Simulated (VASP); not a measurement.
Runs of VASP 6.6.1 on InSb. The structure is that of space group F-43m (No. 216), or close to it. The cells are those of the table. 

```tsv
task	cell	cutoff (eV)	smearing	gap on the mesh (eV)	pressure (GPa)
single point	a = 4.656 Å, angles 60.0°, 2 atoms	520	gaussian 0.1 eV	none	-1.2
single point	a = 4.418 Å, angles 60.0°, 2 atoms	520	gaussian 0.1 eV	0.38	(a)
single point	a = 4.564 Å, angles 60.0°, 2 atoms	520	gaussian 0.1 eV	none	1.4
relaxation of cell and atoms	relaxed from a = 4.610 Å, angles 60.0°, 2 atoms	600	fermi-dirac 0.15 eV	none	0.0
```

Alike in all rows: level PBEsol; potentials or basis VASP PAW PBE potentials, release 64 (In_d, Sb); no spin polarisation; k mesh 12 × 12 × 12.

Estimate the missing entries.

(a) 7.4.

Caveats: the PAW data sets were made with another functional, which shifts forces and pressure a little; spin-orbit coupling is left out, which moves the levels of the heavy elements; semilocal functionals underestimate gaps, so a narrow gap can read as zero (at least some runs); the cell stands under pressure (at least some runs).

A k mesh can miss the band edges, and the runs leave out spin-orbit coupling on In, Sb.

A gap of «none» marks levels without a gap at the run's occupations.
